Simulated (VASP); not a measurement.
# Rb (Immm) in VASP: single point with LDA

Aim: the single point of Rb with LDA.

Everything below comes from runs of VASP 6.6.1. Logs are shortened: lines on timing, memory, paths and dates and some standing lists are left out, and cuts for length are marked.

**1. The cell of the first run**

The typed cell holds 1 atom: a = 5.001 Å, b = 5.001 Å, c = 5.001 Å, α = 113.75°, β = 101.15°, γ = 113.81°.

**2. Single point, LDA (strain -0.0750 x Voigt [1, -1, 0, 0, 0, 0])**

File INCAR:

```
SYSTEM = Rb
  PREC = Accurate
  ENCUT = 520
  EDIFF = 1E-7
  ISMEAR = 0
  SIGMA = 0.15
  LREAL = .False.
  LASPH = .True.
  NELM = 100
  ALGO = Normal
  ISIF = 2
  LWAVE = .False.
  LCHARG = .True.
  LELF = .True.
  LVHAR = .True.
  NBANDS = 10
```

File KPOINTS:

```
Automatic mesh
0
Gamma
  12 12 12
  0 0 0
```

File POSCAR:

```
Rb
1.0
   -2.7329234719      3.1761002511      2.7308451955
    2.7329234719     -3.1761002511      2.7308451955
    2.7329234719      3.1761002511     -2.7308451955
Rb
1
Direct
    0.0000000000      0.0000000000      0.0000000000
```

Potentials or basis: VASP PAW LDA potentials, release 64 (Rb_sv).

On the command line:

```console
cat potpaw_LDA.64/Rb_sv/POTCAR > POTCAR
mpirun -np 1 vasp_std > vasp.out
```

OUTCAR:

```text
SYSTEM = Rb
   PREC = Accurate
   ENCUT = 520
   EDIFF = 1E-7
   ISMEAR = 0
   LREAL = .False.
   LASPH = .True.
   NELM = 100
   ISIF = 2

 ion  position               nearest neighbor table
   1  0.000  0.000  0.000-

  LATTYP: Found a body centered orthorhombic cell.
 ALAT       =     5.4616903910
 B/A-ratio  =     1.0007610378
 C/A-ratio  =     1.1630466115

  Lattice vectors:

 A1 = (   2.7329234719,  -3.1761002511,   2.7308451955)
 A2 = (  -2.7329234719,  -3.1761002511,  -2.7308451955)
 A3 = (   2.7329234719,   3.1761002511,  -2.7308451955)

Analysis of symmetry for initial positions (statically):
=====================================================================
 Subroutine PRICEL returns:
 Original cell was already a primitive cell.

 Routine SETGRP: Setting up the symmetry group for a
 body centered orthorhombic supercell.

 Subroutine GETGRP returns: Found  8 space group operations
 (whereof  8 operations were pure point group operations)
 out of a pool of  8 trial point group operations.

The static configuration has the point symmetry D_2h.

Analysis of symmetry for dynamics (positions and initial velocities):
=====================================================================
 Subroutine PRICEL returns:
 Original cell was already a primitive cell.

 Routine SETGRP: Setting up the symmetry group for a
 body centered orthorhombic supercell.

 Subroutine GETGRP returns: Found  8 space group operations
 (whereof  8 operations were pure point group operations)
 out of a pool of  8 trial point group operations.

The dynamic configuration has the point symmetry D_2h.

 Subroutine INISYM returns: Found  8 space group operations
 (whereof  8 operations are pure point group operations),
 and found     1 'primitive' translations

----------------------------------------------------------------------------------------

                                     Primitive cell

  volume of cell :      94.8154

  direct lattice vectors                    reciprocal lattice vectors
    -2.732923472  3.176100251  2.730845196     0.000000000  0.157425761  0.183093498
     2.732923472 -3.176100251  2.730845196     0.182954263  0.000000000  0.183093498
     2.732923472  3.176100251 -2.730845196     0.182954263  0.157425761  0.000000000

  length of vectors
     5.001399703  5.001399703  5.001399703     0.241466560  0.258834873  0.241361001

  position of ions in fractional coordinates (direct lattice)
     0.000000000  0.000000000  0.000000000

  ion indices of the primitive-cell ions
   primitive index   ion index
                 1           1

----------------------------------------------------------------------------------------

 KPOINTS: Automatic mesh

Automatic generation of k-mesh.
 Grid dimensions read from file:
 generate k-points for:   12   12   12

 Generating k-lattice:

  Cartesian coordinates                     Fractional coordinates (reciprocal lattice)
     0.000000000  0.013118813  0.015257792     0.083333333  0.000000000  0.000000000
     0.015246189  0.000000000  0.015257792    -0.000000000  0.083333333  0.000000000
     0.015246189  0.013118813  0.000000000    -0.000000000  0.000000000  0.083333333

  Length of vectors
     0.020122213  0.021569573  0.020113417

  Shift w.r.t. Gamma in fractional coordinates (k-lattice)
     0.000000000  0.000000000  0.000000000

 Subroutine IBZKPT returns following result:
 ===========================================

 Found    280 irreducible k-points:

 Following reciprocal coordinates:
            Coordinates               Weight
  0.000000  0.000000  0.000000      1.000000
  0.083333  0.000000  0.000000      4.000000
  0.166667 -0.000000  0.000000      4.000000
  0.250000 -0.000000  0.000000      4.000000
  0.333333  0.000000  0.000000      4.000000
  0.416667  0.000000  0.000000      4.000000
[... 16 lines left out ...]
  0.250000  0.166667  0.000000      8.000000
  0.333333  0.166667  0.000000      8.000000
 [... further k-points ...]
   k-points           NKPTS =    280   k-points in BZ     NKDIM =    280   number of bands    NBANDS=     10
   number of dos      NEDOS =    301   number of ions     NIONS =      1
   total plane-waves  NPLWV =  64000
   dimension x,y,z NGX =    40 NGY =   40 NGZ =   40
   dimension x,y,z NGXF=    80 NGYF=   80 NGZF=   80
   ions per type =               1
   NGX,Y,Z   is equivalent  to a cutoff of  13.30, 13.30, 13.30 a.u.
   NGXF,Y,Z  is equivalent  to a cutoff of  26.59, 26.59, 26.59 a.u.
 SYSTEM =  Rb
   PREC   = accura    normal or accurate (medium, high low for compatibility)
   ISTART =      0    job   : 0-new  1-cont  2-samecut
   ICHARG =      2    charge: 1-file 2-atom 10-const
   ISPIN  =      1    spin polarized calculation?
   LNONCOLLINEAR =      F non collinear calculations
   LSORBIT =      F    spin-orbit coupling
   LASPH  =      T    aspherical Exc in radial PAW
   ENCUT  =  520.0 eV  38.22 Ry    6.18 a.u.   9.30  9.30  9.30*2*pi/ulx,y,z
   NELM   =    100;   NELMIN=  2; NELMDL= -5     # of ELM steps
   EDIFF  = 0.1E-06   stopping-criterion for ELM
   LREAL  =      F    real-space projection
   EDIFFG = 0.1E-05   stopping-criterion for IOM
   NSW    =      0    number of steps for IOM
   IBRION =     -1    ionic relax: 0-MD 1-quasi-New 2-CG
   NFREE  =      0    steps in history (QN), initial steepest desc. (CG)
   ISIF   =      2    stress and relaxation
   ISYM   =      2    0-nonsym 1-usesym 2-fastsym
   POTIM  = 0.5000    time-step for ionic-motion
   TEBEG  =    0.0;   TEEND  =   0.0 temperature during run
   PSTRESS=    0.0 pullay stress
   NELECT =       9.0000    total number of electrons
   NUPDOWN=      -1.0000    fix difference up-down
   EMIN   =  10.00;   EMAX   =-10.00  energy-range for DOS
   EFERMI =   0.00;   METHOD = LEGACY
   ISMEAR =     0;   SIGMA  =   0.15  broadening in eV -4-tet -1-fermi 0-gaus
   EFERMI_NEDOS =   21; number of points for ismear=-14 and -15
   IALGO  =     38    algorithm
   IMIX   =      4    mixing-type and parameters
     AMIX     =   0.40;   BMIX     =  1.00
     AMIX_MAG =   1.60;   BMIX_MAG =  1.00
  volume/ion in A,a.u.               =      94.82       639.85
  Fermi-wavevector in a.u.,A,eV,Ry     =   0.746786  1.411221  7.587821  0.557689
  Thomas-Fermi vector in A             =   1.842689
   LORBIT       =      0    0 simple, 1 ext, 2 COOP (PROOUT), +10 PAW based schemes
   GGA     = CA    functional components
   LHFCALC =     F    Hartree Fock is set to
   AEXX    =    0.0000 exact exchange contribution
   IVDW    =     0    specifies the selected vdW correction
   LEPSILON=     F    determine dielectric tensor
   LRPA    =     F    only Hartree local field effects (RPA)
 non-spin polarized calculation
 Gauss-broadening in eV      SIGMA  =   0.15
  energy-cutoff  :      520.00
  volume of cell :       94.82
 maximum number of plane-waves:      2575
 NGX is ok and might be reduce to    40
   NGX = 19   NGY = 19   NGZ = 19

 number of electron       9.0000000 magnetization

 Free energy of the ion-electron system (eV)
  ---------------------------------------------------
  ext. energy  EPLUGINS =         0.00000000
  ---------------------------------------------------
  free energy    TOTEN  =        -1.03416392 eV

  energy without entropy =       -1.02312468  energy(sigma->0) =       -1.02864430

 E-fermi :  -0.2956     XC(G=0):  -5.5731

 val. band max:       -0.2958745309   @ k =   0.4167  -0.3333   0.2500
 cond. band min:      -0.2783871530   @ k =  -0.3333   0.3333   0.2500
 fundamental gap:      0.0174873779
 Fermi energy:        -0.2956362678

 k-point     1 :       0.0000    0.0000    0.0000
  band No.  band energies     occupation
      1     -29.1134      2.00000
      2     -13.2179      2.00000
      3     -13.2178      2.00000
      4     -13.2174      2.00000
      5      -2.2206      2.00000
      6       3.0977      0.00000
      7       3.1021      0.00000
      8       3.7040      0.00000
      9       3.7516      0.00000
     10       4.6026      0.00000

 k-point     2 :       0.0833    0.0000    0.0000
  band No.  band energies     occupation
      1     -29.1132      2.00000
      2     -13.2235      2.00000
      3     -13.2194      2.00000
      4     -13.2177      2.00000
      5      -2.1439      2.00000
      6       2.9892      0.00000
      7       3.1037      0.00000
      8       3.6286      0.00000
      9       3.7191      0.00000
     10       4.5028      0.00000

 k-point     3 :       0.1667   -0.0000    0.0000
  band No.  band energies     occupation
      1     -29.1126      2.00000
      2     -13.2395      2.00000
      3     -13.2237      2.00000
      4     -13.2179      2.00000
      5      -1.9184      2.00000
      6       2.5844      0.00000
      7       3.0392      0.00000
      8       3.6297      0.00000
      9       3.7695      0.00000
     10       4.3455      0.00000

 k-point     4 :       0.2500   -0.0000    0.0000
  band No.  band energies     occupation
      1     -29.1117      2.00000
      2     -13.2611      2.00000
      3     -13.2295      2.00000
      4     -13.2182      2.00000
      5      -1.5579      2.00000
      6       2.0272      0.00000
      7       2.8642      0.00000
      8       3.6936      0.00000
      9       4.0441      0.00000
     10       4.2916      0.00000
[... 222 lines left out ...]
 k-point    22 :       0.1667    0.1667   -0.0000
  band No.  band energies     occupation
      1     -29.1112      2.00000
      2     -13.2686      2.00000
      3     -13.2336      2.00000
      4     -13.2259      2.00000
      5      -1.2627      2.00000
      6       1.9443      0.00000
      7       2.4236      0.00000
      8       3.6239      0.00000
      9       3.9040      0.00000
     10       4.6701      0.00000

 k-point    23 :       0.2500    0.1667    0.0000
  band No.  band energies     occupation
      1     -29.1104      2.00000
      2     -13.2835      2.00000
      3     -13.2410      2.00000
      4     -13.2268      2.00000
      5      -0.7847      2.00000
      6       1.4216      0.00000
      7       2.2440      0.00000
      8       3.5808      0.00000
      9       4.1095      0.00000
     10       4.8068      0.00000

 k-point    24 :       0.3333    0.1667    0.0000
  band No.  band energies     occupation
      1     -29.1099      2.00000
      2     -13.2933      2.00000
      3     -13.2474      2.00000
      4     -13.2264      2.00000
      5      -0.2390      0.59357
      6       0.8671      0.00000
      7       2.1211      0.00000
      8       3.4711      0.00000
      9       4.2165      0.00000
     10       4.9262      0.00000

 [... further k-points ...]

------------------------ aborting loop because EDIFF is reached ----------------------------------------

  FORCE on cell =-STRESS in cart. coord.  units (eV):
  Direction    XX          YY          ZZ          XY          YZ          ZX
  --------------------------------------------------------------------------------------
  -------------------------------------------------------------------------------------
  Total       -0.2937166     -0.2767364     -0.2933121      0.0000000      0.0000000      0.0000000
  in kB       -4.9631840     -4.6762548     -4.9563484      0.0000000      0.0000000      0.0000000
  external PRESSURE =      -4.8652624 kB  Pullay stress =       0.0000000 kB

 VOLUME and BASIS-vectors are now :
 -----------------------------------------------------------------------------
  energy-cutoff  :      520.00
  volume of cell :       94.82
      direct lattice vectors                 reciprocal lattice vectors
    -2.732923472  3.176100251  2.730845196     0.000000000  0.157425761  0.183093498
     2.732923472 -3.176100251  2.730845196     0.182954263  0.000000000  0.183093498
     2.732923472  3.176100251 -2.730845196     0.182954263  0.157425761  0.000000000

 POSITION                                       TOTAL-FORCE (eV/Angst)
 -----------------------------------------------------------------------------------
      0.00000      0.00000      0.00000         0.000000      0.000000     -0.000000
 -----------------------------------------------------------------------------------
    total drift:                               -0.000000      0.000000     -0.000000

  FREE ENERGIE OF THE ION-ELECTRON SYSTEM (eV)
  ---------------------------------------------------
  free  energy   TOTEN  =        -1.0341639186 eV

  energy  without entropy=       -1.0231246843  energy(sigma->0) =       -1.02864430
```

Wall time 84 s (1 thread of Intel Xeon 6975P-C (Granite Rapids), shared host); peak memory 0.37 GiB.

Results:

- Free energy: -1.0342 eV
- Pressure: -0.5 GPa

Levels at points of the mesh, in eV from the Fermi level:
| k point | band 3 | band 4 | band 5 | band 6 | band 7 | band 8 |
| --- | --- | --- | --- | --- | --- | --- |
| (0.00, 0.00, 0.00) | -12.92 | -12.92 | -1.92 | 3.39 | 3.40 | 4.00 |
| (0.50, 0.00, 0.00) | -12.95 | -12.92 | 0.14 | 0.74 | 2.81 | 3.80 |
| (0.00, 0.50, 0.00) | -12.96 | -12.93 | 0.41 | 1.04 | 2.11 | 4.33 |
| (0.50, 0.50, 0.00) | -12.95 | -12.92 | 0.14 | 0.73 | 2.82 | 3.79 |
| (0.50, 0.50, 0.50) | -12.97 | -12.97 | 1.07 | 1.51 | 2.28 | 3.64 |

Caveat: the cell differs from its parent crystal (strain -0.0750 x Voigt [1, -1, 0, 0, 0, 0]).
